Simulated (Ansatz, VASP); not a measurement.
**AlAs in VASP and in Ansatz**

```xyz
2
Lattice="0.0000 2.8145 2.8145 2.8145 0.0000 2.8145 2.8145 2.8145 0.0000" Properties=species:S:1:pos:R:3 pbc="T T T"
Al    0.0000    0.0000    0.0000
As    1.4073    1.4073    1.4073
```

Alike in both runs: task single point; functional LDA; k mesh 8 × 8 × 8; no spin polarisation.

```csv
,VASP,Ansatz
version,VASP 6.6.1,Ansatz 0.2.0
potentials or method,"VASP PAW LDA potentials, release 64 (Al, As), cutoff 500 eV","scalar-relativistic, plane waves, PAW"
occupations,"gaussian, width 0.01 eV",fixed
valence electrons in the cell,8,18
```

Ansatz gave:

| Item | Value |
| --- | --- |
| gap on the k mesh at the Fermi level (eV) | 1.32 |
| least direct gap on the mesh (eV) | 1.98 |
| pressure (GPa) | 0.0 |

Question: Which values does VASP return?

Answer: gap on the k mesh at the Fermi level (eV): 1.31; least direct gap on the mesh (eV): 2.02; pressure (GPa): 0.4.

LDA's correlation is that of Perdew and Zunger in VASP and of Perdew and Wang (1992) in Ansatz. VASP's potentials hold 8 valence electrons a cell and Ansatz's 18, so a difference there can come from the potentials and not from the codes.
